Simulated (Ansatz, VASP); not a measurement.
## One calculation of MgO, two programs

```
Mg O
1.0
     0.00000    2.10745    2.10745
     2.10745    0.00000    2.10745
     2.10745    2.10745    0.00000
Mg O
1 1
Direct
  0.00000 0.00000 0.00000
  0.50000 0.50000 0.50000
```

Alike in both runs: functional PBEsol; k mesh 8 × 8 × 8; occupations gaussian, width 0.02 eV; no spin polarisation.

Ansatz relaxed the structure, and its values are those at the end. VASP's run is a single point on that final structure, the one shown.

|  | VASP | Ansatz |
| --- | --- | --- |
| version | VASP 6.6.1 | Ansatz 0.2.0 |
| potentials or method | VASP PAW PBE potentials, release 64 (Mg, O), cutoff 600 eV | scalar-relativistic, plane waves, PAW |
| valence electrons in the cell | 8 | 16 |

|  | VASP | Ansatz | Ansatz less VASP |
| --- | --- | --- | --- |
| gap on the k mesh at the Fermi level (eV) | 4.62 | 4.62 | +0.005 |
| least direct gap on the mesh (eV) | 4.62 | 4.62 | +0.005 |
| pressure (GPa) | -0.8 | 0.0 | +0.81 |

VASP's potentials were made for PBE, not for PBEsol, and Ansatz warns of the same on its side. VASP's potentials hold 8 valence electrons a cell and Ansatz's 16, so a difference there can come from the potentials and not from the codes.
